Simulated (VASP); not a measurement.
# Al (Im-3m) in VASP: further runs

Runs on Al. Level: r2SCAN. Tasks: single point.

Program: VASP 6.6.1. These are calculated values, not measurements. Logs are shortened: lines on timing, memory, paths and dates and some standing lists are left out, and cuts for length are marked.

## Step 1: The cell of the first run

The structure is cubic, space group Im-3m (No. 229). Conventional cell: a = 3.182 Å, b = 3.182 Å, c = 3.182 Å, α = 90.00°, β = 90.00°, γ = 90.00°. Within 3.6 Å of Al (site symmetry m-3m) lie 14 Al at 2.76 to 3.18 Å.

## Step 2: Single point, r2SCAN

Input file POSCAR:

```
Al
1.0
    2.7560720000      0.0000000000      0.0000000000
   -0.9186906379      2.5984496110      0.0000000000
   -0.9186906379     -1.2992247445      2.2503234088
Al
1
Direct
    0.0000000000      0.0000000000      0.0000000000
```

Input file INCAR.step1:

```
SYSTEM = Al
PREC = Accurate
ENCUT = 520
ISMEAR = -1
SIGMA = 0.5
LREAL = .FALSE.
LASPH = .TRUE.
NELM = 100
NBANDS = 8
GGA = PE
ALGO = Normal
EDIFF = 1E-4
LWAVE = .TRUE.
LCHARG = .FALSE.
```

Input file INCAR.step2:

```
SYSTEM = Al
PREC = Accurate
ENCUT = 520
EDIFF = 1E-7
ISMEAR = -1
SIGMA = 0.5
LREAL = .FALSE.
LASPH = .TRUE.
NELM = 100
ALGO = Normal
ISIF = 2
LWAVE = .FALSE.
LCHARG = .TRUE.
METAGGA = R2SCAN
LMIXTAU = .TRUE.
LELF = .TRUE.
LVHAR = .TRUE.
NBANDS = 8
ISTART = 1
```

Input file KPOINTS:

```
regular mesh
0
G
  15 15 15
  0 0 0
```

Potentials or basis: VASP PAW PBE potentials, release 64 (Al).

Started as:

```bash
$ cat potpaw_PBE.64/Al/POTCAR > POTCAR
$ cp INCAR.step1 INCAR
$ mpirun -np 1 vasp_std > vasp.out
$ cp INCAR.step2 INCAR
$ mpirun -np 1 vasp_std > vasp.out
```

OUTCAR:

```text
SYSTEM = Al
   PREC = Accurate
   ENCUT = 520
   EDIFF = 1E-7
   ISMEAR = -1
   LREAL = .FALSE.
   LASPH = .TRUE.
   NELM = 100
   ISIF = 2
   METAGGA = R2SCAN
   ISTART = 1

 ion  position               nearest neighbor table
   1  0.000  0.000  0.000-

  LATTYP: Found a body centered cubic cell.
 ALAT       =     3.1824378222

  Lattice vectors:

 A1 = (   2.7560720000,   0.0000000000,   0.0000000000)
 A2 = (  -0.9186906379,   2.5984496110,   0.0000000000)
 A3 = (  -0.9186906379,  -1.2992247445,   2.2503234088)

Analysis of symmetry for initial positions (statically):
=====================================================================
 Subroutine PRICEL returns:
 Original cell was already a primitive cell.

 Routine SETGRP: Setting up the symmetry group for a
 body centered cubic supercell.

 Subroutine GETGRP returns: Found 48 space group operations
 (whereof 48 operations were pure point group operations)
 out of a pool of 48 trial point group operations.

The static configuration has the point symmetry O_h .

Analysis of symmetry for dynamics (positions and initial velocities):
=====================================================================
 Subroutine PRICEL returns:
 Original cell was already a primitive cell.

 Routine SETGRP: Setting up the symmetry group for a
 body centered cubic supercell.

 Subroutine GETGRP returns: Found 48 space group operations
 (whereof 48 operations were pure point group operations)
 out of a pool of 48 trial point group operations.

The dynamic configuration has the point symmetry O_h .

 Subroutine INISYM returns: Found 48 space group operations
 (whereof 48 operations are pure point group operations),
 and found     1 'primitive' translations

----------------------------------------------------------------------------------------

                                     Primitive cell

  volume of cell :      16.1157

  direct lattice vectors                    reciprocal lattice vectors
     2.756072000  0.000000000  0.000000000     0.362835223  0.128281619  0.222190275
    -0.918690638  2.598449611  0.000000000     0.000000000  0.384844869  0.222190275
    -0.918690638 -1.299224745  2.250323409     0.000000000  0.000000000  0.444380570

  length of vectors
     2.756072000  2.756072000  2.756072000     0.444380570  0.444380570  0.444380570

  position of ions in fractional coordinates (direct lattice)
     0.000000000  0.000000000  0.000000000

  ion indices of the primitive-cell ions
   primitive index   ion index
                 1           1

----------------------------------------------------------------------------------------

 KPOINTS: regular mesh

Automatic generation of k-mesh.
 Grid dimensions read from file:
 generate k-points for:   15   15   15

 Generating k-lattice:

  Cartesian coordinates                     Fractional coordinates (reciprocal lattice)
     0.024189015  0.008552108  0.014812685     0.066666667 -0.000000000  0.000000000
     0.000000000  0.025656325  0.014812685     0.000000000  0.066666667  0.000000000
     0.000000000  0.000000000  0.029625371     0.000000000  0.000000000  0.066666667

  Length of vectors
     0.029625371  0.029625371  0.029625371

  Shift w.r.t. Gamma in fractional coordinates (k-lattice)
     0.000000000  0.000000000  0.000000000

 Subroutine IBZKPT returns following result:
 ===========================================

 Found    120 irreducible k-points:

 Following reciprocal coordinates:
            Coordinates               Weight
  0.000000  0.000000  0.000000      1.000000
  0.066667  0.000000  0.000000     12.000000
  0.133333 -0.000000  0.000000     12.000000
  0.200000 -0.000000 -0.000000     12.000000
  0.266667 -0.000000  0.000000     12.000000
  0.333333 -0.000000 -0.000000     12.000000
[... 16 lines left out ...]
  0.333333  0.200000  0.000000     48.000000
  0.400000  0.200000  0.000000     24.000000
 [... further k-points ...]
   k-points           NKPTS =    120   k-points in BZ     NKDIM =    120   number of bands    NBANDS=      8
   number of dos      NEDOS =    301   number of ions     NIONS =      1
   total plane-waves  NPLWV =   8000
   dimension x,y,z NGX =    20 NGY =   20 NGZ =   20
   dimension x,y,z NGXF=    40 NGYF=   40 NGZF=   40
   ions per type =               1
   NGX,Y,Z   is equivalent  to a cutoff of  12.06, 12.06, 12.06 a.u.
   NGXF,Y,Z  is equivalent  to a cutoff of  24.13, 24.13, 24.13 a.u.
 SYSTEM =  Al
   PREC   = accura    normal or accurate (medium, high low for compatibility)
   ISTART =      1    job   : 0-new  1-cont  2-samecut
   ICHARG =      0    charge: 1-file 2-atom 10-const
   ISPIN  =      1    spin polarized calculation?
   LNONCOLLINEAR =      F non collinear calculations
   LSORBIT =      F    spin-orbit coupling
   LASPH  =      T    aspherical Exc in radial PAW
   ENCUT  =  520.0 eV  38.22 Ry    6.18 a.u.   5.12  5.12  5.12*2*pi/ulx,y,z
   NELM   =    100;   NELMIN=  2; NELMDL=  0     # of ELM steps
   EDIFF  = 0.1E-06   stopping-criterion for ELM
   LREAL  =      F    real-space projection
   EDIFFG = 0.1E-05   stopping-criterion for IOM
   NSW    =      0    number of steps for IOM
   IBRION =     -1    ionic relax: 0-MD 1-quasi-New 2-CG
   NFREE  =      0    steps in history (QN), initial steepest desc. (CG)
   ISIF   =      2    stress and relaxation
   ISYM   =      2    0-nonsym 1-usesym 2-fastsym
   POTIM  = 0.5000    time-step for ionic-motion
   TEBEG  =    0.0;   TEEND  =   0.0 temperature during run
   PSTRESS=    0.0 pullay stress
   NELECT =       3.0000    total number of electrons
   NUPDOWN=      -1.0000    fix difference up-down
   EMIN   =  10.00;   EMAX   =-10.00  energy-range for DOS
   EFERMI =   0.00;   METHOD = LEGACY
   ISMEAR =    -1;   SIGMA  =   0.50  broadening in eV -4-tet -1-fermi 0-gaus
   EFERMI_NEDOS =   21; number of points for ismear=-14 and -15
   IALGO  =     38    algorithm
   IMIX   =      4    mixing-type and parameters
     AMIX     =   0.40;   BMIX     =  1.00
     AMIX_MAG =   1.60;   BMIX_MAG =  1.00
  volume/ion in A,a.u.               =      16.12       108.75
  Fermi-wavevector in a.u.,A,eV,Ry     =   0.934757  1.766434 11.888367  0.873770
  Thomas-Fermi vector in A             =   2.061594
   LORBIT       =      0    0 simple, 1 ext, 2 COOP (PROOUT), +10 PAW based schemes
   METAGGA = R2SCAN    functional components
   LHFCALC =     F    Hartree Fock is set to
   AEXX    =    0.0000 exact exchange contribution
   IVDW    =     0    specifies the selected vdW correction
   LEPSILON=     F    determine dielectric tensor
   LRPA    =     F    only Hartree local field effects (RPA)
 non-spin polarized calculation
  energy-cutoff  :      520.00
  volume of cell :       16.12
 maximum number of plane-waves:       444
   NGX = 11   NGY = 11   NGZ = 11

 number of electron       3.0000000 magnetization

 Free energy of the ion-electron system (eV)
  ---------------------------------------------------
  ext. energy  EPLUGINS =         0.00000000
  ---------------------------------------------------
  free energy    TOTEN  =        -6.78227507 eV

  energy without entropy =       -6.46824843  energy(sigma->0) =       -6.62526175

 E-fermi :   8.2613     XC(G=0): -11.0110

 val. band max:        8.2553819272   @ k =  -0.4000   0.4000   0.2000
 cond. band min:       8.2665894472   @ k =  -0.4000  -0.4000   0.1333
 fundamental gap:      0.0112075200
 Fermi energy:         8.2612778342

 k-point     1 :       0.0000    0.0000    0.0000
  band No.  band energies     occupation
      1      -3.7497      2.00000
      2      22.4639      0.00000
      3      22.4640      0.00000
      4      22.4640      0.00000
      5      24.5701      0.00000
      6      24.5701      0.00000
      7      24.5701      0.00000
      8      25.7331      0.00000

 k-point     2 :       0.0667    0.0000    0.0000
  band No.  band energies     occupation
      1      -3.6115      2.00000
      2      20.9074      0.00000
      3      21.6626      0.00000
      4      21.8967      0.00000
      5      23.8326      0.00000
      6      24.6858      0.00000
      7      25.0593      0.00000
      8      25.5978      0.00000

 k-point     3 :       0.1333   -0.0000    0.0000
  band No.  band energies     occupation
      1      -3.1977      2.00000
      2      18.0488      0.00000
      3      20.4835      0.00000
      4      20.7566      0.00000
      5      22.6144      0.00000
      6      23.7007      0.00000
      7      25.7793      0.00000
      8      26.2618      0.00000

 k-point     4 :       0.2000   -0.0000   -0.0000
  band No.  band energies     occupation
      1      -2.5107      2.00000
      2      15.0714      0.00000
      3      19.4402      0.00000
      4      19.5970      0.00000
      5      21.4824      0.00000
      6      22.8410      0.00000
      7      26.6441      0.00000
      8      26.7950      0.00000

 k-point     5 :       0.2667   -0.0000    0.0000
  band No.  band energies     occupation
      1      -1.5546      2.00000
      2      12.2209      0.00073
      3      18.5944      0.00000
      4      18.6022      0.00000
      5      20.5460      0.00000
      6      22.0768      0.00000
      7      27.5222      0.00000
      8      27.7015      0.00000

 k-point     6 :       0.3333   -0.0000   -0.0000
  band No.  band energies     occupation
      1      -0.3352      2.00000
      2       9.5627      0.13791
      3      17.8325      0.00000
      4      17.9581      0.00000
      5      19.8345      0.00000
      6      21.4519      0.00000
      7      28.4284      0.00000
      8      28.9660      0.00000

 k-point     7 :       0.4000    0.0000    0.0000
  band No.  band energies     occupation
      1       1.1380      2.00000
      2       7.1252      1.81310
      3      17.3114      0.00000
      4      17.5340      0.00000
      5      19.3574      0.00000
      6      21.0106      0.00000
      7      29.4528      0.00000
      8      30.3993      0.00000

 k-point     8 :       0.4667    0.0000    0.0000
  band No.  band energies     occupation
      1       2.8262      1.99996
      2       4.9537      1.99732
      3      17.0489      0.00000
      4      17.3221      0.00000
      5      19.1182      0.00000
      6      20.7826      0.00000
      7      30.3461      0.00000
      8      31.7603      0.00000

 k-point     9 :       0.0667    0.0667   -0.0000
  band No.  band energies     occupation
      1      -3.3355      2.00000
      2      19.4695      0.00000
      3      19.6621      0.00000
      4      21.1411      0.00000
      5      23.7483      0.00000
      6      23.8539      0.00000
      7      25.6224      0.00000
      8      25.9782      0.00000

 k-point    10 :       0.1333    0.0667    0.0000
  band No.  band energies     occupation
      1      -2.7851      2.00000
      2      16.6148      0.00000
      3      18.3339      0.00000
      4      20.0539      0.00000
      5      22.7459      0.00000
      6      23.7906      0.00000
      7      25.6124      0.00000
      8      27.1884      0.00000
[... 78 lines left out ...]
 k-point    18 :       0.2667    0.1333   -0.0000
  band No.  band energies     occupation
      1       0.0689      2.00000
      2       9.9183      0.07018
      3      13.7558      0.00003
      4      17.5238      0.00000
      5      21.7234      0.00000
      6      24.4081      0.00000
      7      26.5636      0.00000
      8      30.7118      0.00000

 k-point    19 :       0.3333    0.1333    0.0000
  band No.  band energies     occupation
      1       1.5373      2.00000
      2       7.5006      1.64146
      3      13.2469      0.00009
      4      17.0608      0.00000
      5      21.2644      0.00000
      6      24.4936      0.00000
      7      27.2849      0.00000
      8      31.2982      0.00000

 k-point    20 :       0.4000    0.1333    0.0000
  band No.  band energies     occupation
      1       3.2182      1.99992
      2       5.3421      1.99419
      3      12.9927      0.00016
      4      16.8273      0.00000
      5      21.0298      0.00000
      6      24.4307      0.00000
      7      28.3736      0.00000
      8      30.4512      0.00000

 k-point    21 :       0.2000    0.2000   -0.0000
  band No.  band energies     occupation
      1      -0.0655      2.00000
      2      11.2901      0.00467
      3      12.1845      0.00078
      4      17.4397      0.00000
      5      22.9725      0.00000
      6      23.6994      0.00000
      7      28.6589      0.00000
      8      28.6711      0.00000

 k-point    22 :       0.2667    0.2000    0.0000
  band No.  band energies     occupation
      1       1.2728      2.00000
      2       9.0955      0.31727
      3      11.2248      0.00532
      4      16.8672      0.00000
      5      22.7265      0.00000
      6      24.5078      0.00000
      7      28.2012      0.00000
      8      30.4313      0.00000

 k-point    23 :       0.3333    0.2000    0.0000
  band No.  band energies     occupation
      1       2.8515      1.99996
      2       6.8442      1.88898
      3      10.8004      0.01239
      4      16.5168      0.00000
      5      22.4262      0.00000
      6      25.6359      0.00000
      7      27.7556      0.00000
      8      30.3603      0.00000

 k-point    24 :       0.4000    0.2000    0.0000
  band No.  band energies     occupation
      1       4.3401      1.99921
      2       5.1249      1.99623
      3      10.6644      0.01622
      4      16.3991      0.00000
      5      22.3190      0.00000
      6      26.3759      0.00000
      7      27.3887      0.00000
      8      29.9253      0.00000

 [... further k-points ...]
[... 5 lines left out ...]
  --------------------------------------------------------------------------------------
  -------------------------------------------------------------------------------------
  Total        0.1225727      0.1225727      0.1225727      0.0000000      0.0000000      0.0000000
  in kB       12.1858151     12.1858151     12.1858155      0.0000001      0.0000003      0.0000002
  external PRESSURE =      12.1858152 kB  Pullay stress =       0.0000000 kB

 VOLUME and BASIS-vectors are now :
 -----------------------------------------------------------------------------
  energy-cutoff  :      520.00
  volume of cell :       16.12
      direct lattice vectors                 reciprocal lattice vectors
     2.756072000  0.000000000  0.000000000     0.362835223  0.128281619  0.222190275
    -0.918690638  2.598449611  0.000000000     0.000000000  0.384844869  0.222190275
    -0.918690638 -1.299224745  2.250323409     0.000000000  0.000000000  0.444380570

 POSITION                                       TOTAL-FORCE (eV/Angst)
 -----------------------------------------------------------------------------------
      0.00000      0.00000      0.00000        -0.000000     -0.000000      0.000000
 -----------------------------------------------------------------------------------
    total drift:                                0.000000      0.000000      0.000000

  FREE ENERGIE OF THE ION-ELECTRON SYSTEM (eV)
  ---------------------------------------------------
  free  energy   TOTEN  =        -6.7822750673 eV

  energy  without entropy=       -6.4682484343  energy(sigma->0) =       -6.62526175
```

It took 39 s on 1 thread of AMD EPYC 7R13 (Zen 3), shared host; peak memory 0.1 GiB.

What came out:

```
Free energy : -6.7823 eV
Pressure    : 1.2 GPa
```

Caveat: the PAW data sets were made with another functional, which shifts forces and pressure a little.

(Part 1 of 2 ends here.)
